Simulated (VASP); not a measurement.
# SiGe2 (P-3m1) in VASP: single point with PBE

Aim: the single point of SiGe2 with PBE.

All numbers are computed with VASP 6.6.1; they aren't measurements. Logs are shortened: lines on timing, memory, paths and dates and some standing lists are left out, and cuts for length are marked.

## Step 1: The cell of the first run

Symmetry: P-3m1, No. 164, trigonal system. Conventional cell: a = 3.996 Å, b = 3.996 Å, c = 9.787 Å, α = 90.00°, β = 90.00°, γ = 120.00°. Si (site symmetry 3m) has 4 Ge at 2.42 to 2.44 Å within 3.2 Å. Within 3.2 Å of Ge (site symmetry 3m) lie 1 Si at 2.42 Å and 3 Ge at 2.46 Å. Within 3.2 Å of Ge (site symmetry 3m) lie 3 Si at 2.44 Å and 1 Ge at 2.50 Å.

## Step 2: Single point, PBE

File INCAR:

```
PREC = Accurate
ENCUT = 520
EDIFF = 1E-7
ISMEAR = 0
SIGMA = 0.02
LREAL = False
LASPH = True
NELM = 100
ALGO = Normal
ISIF = 2
LWAVE = False
LCHARG = False
GGA = PE
NBANDS = 41
```

File KPOINTS:

```
Automatic mesh
0
Gamma
  12 12 4
```

File POSCAR:

```
SiGe2
1.0
    3.9955311897      0.0000000000      0.0000000000
   -1.9977655948      3.4602315119      0.0000000000
    0.0000000000      0.0000000000      9.7871262028
Si Ge
2 4
Direct
    0.3333333333      0.6666666667      0.7914947121
    0.6666666667      0.3333333333      0.2085052879
    0.6666666667      0.3333333333      0.4558774295
    0.0000000000      0.0000000000      0.1276244453
    0.3333333333      0.6666666667      0.5441225705
    0.0000000000      0.0000000000      0.8723755547
```

Potentials or basis: VASP PAW PBE potentials, release 64 (Si, Ge_d).

The run is started by

```sh
> cat potpaw_PBE.64/Si/POTCAR potpaw_PBE.64/Ge_d/POTCAR > POTCAR
> mpirun -np 1 vasp_std > vasp.out
```

OUTCAR:

```text
PREC = Accurate
   ENCUT = 520
   EDIFF = 1E-7
   ISMEAR = 0
   LREAL = False
   LASPH = True
   NELM = 100
   ISIF = 2
   GGA = PE

 ion  position               nearest neighbor table
   1  0.333  0.667  0.791-   5 2.42   6 2.44   6 2.44   6 2.44
   2  0.667  0.333  0.209-   3 2.42   4 2.44   4 2.44   4 2.44
   3  0.667  0.333  0.456-   2 2.42   5 2.46   5 2.46   5 2.46
   4  0.000  0.000  0.128-   2 2.44   2 2.44   2 2.44   6 2.50
   5  0.333  0.667  0.544-   1 2.42   3 2.46   3 2.46   3 2.46
   6  0.000  0.000  0.872-   1 2.44   1 2.44   1 2.44   4 2.50

  LATTYP: Found a hexagonal cell.
 ALAT       =     3.9955311897
 C/A-ratio  =     2.4495181587

  Lattice vectors:

 A1 = (   3.9955311897,   0.0000000000,   0.0000000000)
 A2 = (  -1.9977655948,   3.4602315119,   0.0000000000)
 A3 = (   0.0000000000,   0.0000000000,   9.7871262028)

Analysis of symmetry for initial positions (statically):
=====================================================================
 Subroutine PRICEL returns:
 Original cell was already a primitive cell.

 Routine SETGRP: Setting up the symmetry group for a
 hexagonal supercell.

 Subroutine GETGRP returns: Found 12 space group operations
 (whereof 12 operations were pure point group operations)
 out of a pool of 24 trial point group operations.

The static configuration has the point symmetry D_3d.

Analysis of symmetry for dynamics (positions and initial velocities):
=====================================================================
 Subroutine PRICEL returns:
 Original cell was already a primitive cell.

 Routine SETGRP: Setting up the symmetry group for a
 hexagonal supercell.

 Subroutine GETGRP returns: Found 12 space group operations
 (whereof 12 operations were pure point group operations)
 out of a pool of 24 trial point group operations.

The dynamic configuration has the point symmetry D_3d.

 Subroutine INISYM returns: Found 12 space group operations
 (whereof 12 operations are pure point group operations),
 and found     1 'primitive' translations

----------------------------------------------------------------------------------------

                                     Primitive cell

  volume of cell :     135.3116

  direct lattice vectors                    reciprocal lattice vectors
     3.995531190  0.000000000  0.000000000     0.250279613  0.144499002  0.000000000
    -1.997765595  3.460231512  0.000000000     0.000000000  0.288998004  0.000000000
     0.000000000  0.000000000  9.787126203     0.000000000  0.000000000  0.102175039

  length of vectors
     3.995531190  3.995531190  9.787126203     0.288998004  0.288998004  0.102175039

  position of ions in fractional coordinates (direct lattice)
     0.333333333  0.666666667  0.791494712
     0.666666667  0.333333333  0.208505288
     0.666666667  0.333333333  0.455877429
     0.000000000  0.000000000  0.127624445
     0.333333333  0.666666667  0.544122571
     0.000000000  0.000000000  0.872375555

  ion indices of the primitive-cell ions
   primitive index   ion index
                 1           1
                 2           2
                 3           3
                 4           4
                 5           5
                 6           6

----------------------------------------------------------------------------------------

 KPOINTS: Automatic mesh

Automatic generation of k-mesh.
 Grid dimensions read from file:
 generate k-points for:   12   12    4

 Generating k-lattice:

  Cartesian coordinates                     Fractional coordinates (reciprocal lattice)
     0.020856634  0.012041583  0.000000000     0.083333333  0.000000000  0.000000000
     0.000000000  0.024083167  0.000000000     0.000000000  0.083333333  0.000000000
     0.000000000  0.000000000  0.025543760     0.000000000  0.000000000  0.250000000

  Length of vectors
     0.024083167  0.024083167  0.025543760

  Shift w.r.t. Gamma in fractional coordinates (k-lattice)
     0.000000000  0.000000000  0.000000000

 Subroutine IBZKPT returns following result:
 ===========================================

 Found     69 irreducible k-points:

 Following reciprocal coordinates:
            Coordinates               Weight
  0.000000  0.000000  0.000000      1.000000
  0.083333  0.000000  0.000000      6.000000
  0.166667  0.000000  0.000000      6.000000
  0.250000  0.000000  0.000000      6.000000
  0.333333  0.000000  0.000000      6.000000
  0.416667  0.000000  0.000000      6.000000
[... 16 lines left out ...]
  0.166667  0.000000  0.250000      6.000000
  0.000000  0.166667  0.250000      6.000000
 [... further k-points ...]
   k-points           NKPTS =     69   k-points in BZ     NKDIM =     69   number of bands    NBANDS=     41
   number of dos      NEDOS =    301   number of ions     NIONS =      6
   total plane-waves  NPLWV =  72000
   dimension x,y,z NGX =    30 NGY =   30 NGZ =   80
   dimension x,y,z NGXF=    60 NGYF=   60 NGZF=  160
   ions per type =               2   4
   NGX,Y,Z   is equivalent  to a cutoff of  12.48, 12.48, 13.59 a.u.
   NGXF,Y,Z  is equivalent  to a cutoff of  24.96, 24.96, 27.18 a.u.
 SYSTEM =  unknown system
   PREC   = accura    normal or accurate (medium, high low for compatibility)
   ISTART =      0    job   : 0-new  1-cont  2-samecut
   ICHARG =      2    charge: 1-file 2-atom 10-const
   ISPIN  =      1    spin polarized calculation?
   LNONCOLLINEAR =      F non collinear calculations
   LSORBIT =      F    spin-orbit coupling
   LASPH  =      T    aspherical Exc in radial PAW
   ENCUT  =  520.0 eV  38.22 Ry    6.18 a.u.   7.43  7.43 18.20*2*pi/ulx,y,z
   NELM   =    100;   NELMIN=  2; NELMDL= -5     # of ELM steps
   EDIFF  = 0.1E-06   stopping-criterion for ELM
   LREAL  =      F    real-space projection
   EDIFFG = 0.1E-05   stopping-criterion for IOM
   NSW    =      0    number of steps for IOM
   IBRION =     -1    ionic relax: 0-MD 1-quasi-New 2-CG
   NFREE  =      0    steps in history (QN), initial steepest desc. (CG)
   ISIF   =      2    stress and relaxation
   ISYM   =      2    0-nonsym 1-usesym 2-fastsym
   POTIM  = 0.5000    time-step for ionic-motion
   TEBEG  =    0.0;   TEEND  =   0.0 temperature during run
   PSTRESS=    0.0 pullay stress
   NELECT =      64.0000    total number of electrons
   NUPDOWN=      -1.0000    fix difference up-down
   EMIN   =  10.00;   EMAX   =-10.00  energy-range for DOS
   EFERMI =   0.00;   METHOD = LEGACY
   ISMEAR =     0;   SIGMA  =   0.02  broadening in eV -4-tet -1-fermi 0-gaus
   EFERMI_NEDOS =   21; number of points for ismear=-14 and -15
   IALGO  =     38    algorithm
   IMIX   =      4    mixing-type and parameters
     AMIX     =   0.40;   BMIX     =  1.00
     AMIX_MAG =   1.60;   BMIX_MAG =  1.00
  volume/ion in A,a.u.               =      22.55       152.19
  Fermi-wavevector in a.u.,A,eV,Ry     =   1.275528  2.410398 22.136280  1.626971
  Thomas-Fermi vector in A             =   2.408235
   LORBIT       =      0    0 simple, 1 ext, 2 COOP (PROOUT), +10 PAW based schemes
   GGA     = PE    functional components
   LHFCALC =     F    Hartree Fock is set to
   AEXX    =    0.0000 exact exchange contribution
   IVDW    =     0    specifies the selected vdW correction
   LEPSILON=     F    determine dielectric tensor
   LRPA    =     F    only Hartree local field effects (RPA)
 non-spin polarized calculation
 Gauss-broadening in eV      SIGMA  =   0.02
  energy-cutoff  :      520.00
  volume of cell :      135.31
 maximum number of plane-waves:      3679
 NGX is ok and might be reduce to    30
   NGX = 15   NGY = 15   NGZ = 37

 number of electron      64.0000047 magnetization

 Free energy of the ion-electron system (eV)
  ---------------------------------------------------
  ext. energy  EPLUGINS =         0.00000000
  ---------------------------------------------------
  free energy    TOTEN  =       -28.80215392 eV

  energy without entropy =      -28.80215392  energy(sigma->0) =      -28.80215392

 E-fermi :   5.1061     XC(G=0):  -9.6130

 val. band max:        4.9344160360   @ k =   0.0000   0.0000   0.0000
 cond. band min:       5.4036440505   @ k =   0.5000   0.0000   0.5000
 fundamental gap:      0.4692280145
 Fermi energy:         5.1061463871

 k-point     1 :       0.0000    0.0000    0.0000
  band No.  band energies     occupation
      1     -19.6759      2.00000
      2     -19.6490      2.00000
      3     -19.6490      2.00000
      4     -19.5972      2.00000
      5     -19.5972      2.00000
      6     -19.5765      2.00000
[... 33 lines left out ...]
     40       8.3650      0.00000
     41       8.7691      0.00000

 k-point     2 :       0.0833    0.0000    0.0000
  band No.  band energies     occupation
      1     -19.6757      2.00000
      2     -19.6509      2.00000
      3     -19.6493      2.00000
      4     -19.5975      2.00000
      5     -19.5973      2.00000
      6     -19.5742      2.00000
[... 33 lines left out ...]
     40       8.4893      0.00000
     41       8.7804      0.00000

 k-point     3 :       0.1667    0.0000    0.0000
  band No.  band energies     occupation
      1     -19.6750      2.00000
      2     -19.6549      2.00000
      3     -19.6490      2.00000
      4     -19.5982      2.00000
      5     -19.5974      2.00000
      6     -19.5696      2.00000
[... 33 lines left out ...]
     40       8.9699      0.00000
     41       9.1008      0.00000

 k-point     4 :       0.2500    0.0000    0.0000
  band No.  band energies     occupation
      1     -19.6740      2.00000
      2     -19.6588      2.00000
      3     -19.6458      2.00000
      4     -19.5992      2.00000
      5     -19.5975      2.00000
      6     -19.5672      2.00000
[... 825 lines left out ...]
     40       8.2520      0.00000
     41       8.7672      0.00000

 k-point    23 :       0.1667    0.0000    0.2500
  band No.  band energies     occupation
      1     -19.6750      2.00000
      2     -19.6549      2.00000
      3     -19.6490      2.00000
      4     -19.5981      2.00000
      5     -19.5974      2.00000
      6     -19.5696      2.00000
[... 33 lines left out ...]
     40       9.2365      0.00000
     41       9.3206      0.00000

 k-point    24 :       0.0000    0.1667    0.2500
  band No.  band energies     occupation
      1     -19.6750      2.00000
      2     -19.6549      2.00000
      3     -19.6490      2.00000
      4     -19.5982      2.00000
      5     -19.5973      2.00000
      6     -19.5697      2.00000
[... 33 lines left out ...]
     40       8.9088      0.00000
     41       9.1894      0.00000

 [... further k-points ...]

------------------------ aborting loop because EDIFF is reached ----------------------------------------

  FORCE on cell =-STRESS in cart. coord.  units (eV):
  Direction    XX          YY          ZZ          XY          YZ          ZX
  --------------------------------------------------------------------------------------
  -------------------------------------------------------------------------------------
  Total       -0.0660138     -0.0660138     -0.0566191     -0.0000000      0.0000000      0.0000000
  in kB       -0.7816460     -0.7816460     -0.6704077     -0.0000000      0.0000000      0.0000000
  external PRESSURE =      -0.7445666 kB  Pullay stress =       0.0000000 kB

 VOLUME and BASIS-vectors are now :
 -----------------------------------------------------------------------------
  energy-cutoff  :      520.00
  volume of cell :      135.31
      direct lattice vectors                 reciprocal lattice vectors
     3.995531190  0.000000000  0.000000000     0.250279613  0.144499002  0.000000000
    -1.997765595  3.460231512  0.000000000     0.000000000  0.288998004  0.000000000
     0.000000000  0.000000000  9.787126203     0.000000000  0.000000000  0.102175039

 POSITION                                       TOTAL-FORCE (eV/Angst)
 -----------------------------------------------------------------------------------
     -0.00000      2.30682      7.74646        -0.000000     -0.000000      0.001011
      1.99777      1.15341      2.04067        -0.000000      0.000000     -0.001011
      1.99777      1.15341      4.46173        -0.000000      0.000000     -0.002515
      0.00000      0.00000      1.24908         0.000000      0.000000      0.005299
     -0.00000      2.30682      5.32540         0.000000     -0.000000      0.002515
      0.00000      0.00000      8.53805        -0.000000      0.000000     -0.005299
 -----------------------------------------------------------------------------------
    total drift:                               -0.000000      0.000000     -0.000000

  FREE ENERGIE OF THE ION-ELECTRON SYSTEM (eV)
  ---------------------------------------------------
  free  energy   TOTEN  =       -28.8021539217 eV

  energy  without entropy=      -28.8021539217  energy(sigma->0) =      -28.80215392
```

Run time: 8.2 min. Hardware: 1 thread of Oxide Virtual Turin-like, shared host; peak memory 0.39 GiB.

What came out:

| Item | Value |
| --- | --- |
| Free energy | -28.8022 eV |
| Pressure | -0.1 GPa |
| Largest force | 0.005 eV/Å |
| Band gap on the k mesh | 0.47 eV (least direct gap 0.53 eV) |

Forces in eV/Å, atoms in the order of the input:
```
Si   0.000  0.000  0.001
Si   0.000  0.000 -0.001
Ge   0.000  0.000 -0.003
Ge   0.000  0.000  0.005
Ge   0.000  0.000  0.003
Ge   0.000  0.000 -0.005
```

Levels at points of the mesh, in eV from the valence-band top:
```csv
k point,band 29,band 30,band 31,band 32,band 33,band 34,band 35,band 36
"(0.00, 0.00, 0.00)",-1.04,-0.06,0.00,0.00,0.53,0.68,0.95,2.46
"(0.50, 0.00, 0.00)",-2.94,-2.87,-1.98,-1.75,0.74,0.76,1.68,1.84
"(0.00, 0.00, 0.50)",-0.65,-0.65,-0.36,-0.36,0.51,1.28,1.29,3.07
"(0.50, 0.00, 0.50)",-2.70,-2.58,-1.33,-1.31,0.47,0.93,1.20,2.66
```

Caveat: semilocal functionals underestimate gaps, and a narrow one can read as zero.
